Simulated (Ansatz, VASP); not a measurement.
## Fe: VASP beside Ansatz

```
Fe
1.0
    -1.38660    1.38660    1.38660
     1.38660   -1.38660    1.38660
     1.38660    1.38660   -1.38660
Fe
1
Direct
  0.00000 0.00000 0.00000
```

Alike in both runs: task single point; functional PBE; k mesh 12 × 12 × 12; occupations fermi-dirac, width 0.0612256 eV; no spin polarisation.

|  | VASP | Ansatz |
| --- | --- | --- |
| version | VASP 6.6.1 | Ansatz 0.2 development build |
| potentials or method | VASP PAW PBE potentials, release 64 (Fe), cutoff 600 eV | all-electron full-potential LAPW, non-relativistic |

Ansatz gave:

```
pressure (GPa) : -0.4
```

Which values does VASP return?

Pressure (GPa): -4.4.

One of these differences is far larger than is usual between the two programs; its cause wasn't traced. Ansatz ran all-electron here, and VASP with PAW potentials.
